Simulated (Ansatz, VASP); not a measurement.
**One calculation of Si5Sn, two programs**

```
CELL_PARAMETERS angstrom
4.47473 0.00000 0.00000
-2.23736 3.87523 0.00000
0.00000 0.00000 6.34547
ATOMIC_POSITIONS crystal
Si 0.50000 0.00000 0.50000
Si 0.00000 0.50000 0.50000
Si 0.50000 0.50000 0.50000
Si 0.00000 0.00000 0.63210
Si 0.00000 0.00000 0.36790
Sn 0.00000 0.00000 0.00000
```

Alike in both runs: task single point; functional PBE; k mesh 6 × 6 × 4; occupations gaussian, width 0.1 eV; no spin polarisation.

|  | VASP | Ansatz |
| --- | --- | --- |
| version | VASP 6.6.1 | Ansatz 0.2.0 |
| potentials or method | VASP PAW PBE potentials, release 64 (Si, Sn_d), cutoff 520 eV | scalar-relativistic, plane waves, PAW |
| valence electrons in the cell | 34 | 34 |

|  | VASP | Ansatz | Ansatz less VASP |
| --- | --- | --- | --- |
| gap on the k mesh at the Fermi level (eV) | none | none | - |
| rms of the force components (eV/Å) | 7.560 | 7.636 | +0.0764 |

Atom by atom the forces differ by 0.076 eV/Å (rms over components). A gap of «none» marks a metal or a gap that the smearing closes. The functional is the same, so the differences come from potentials, cutoffs and numerics.
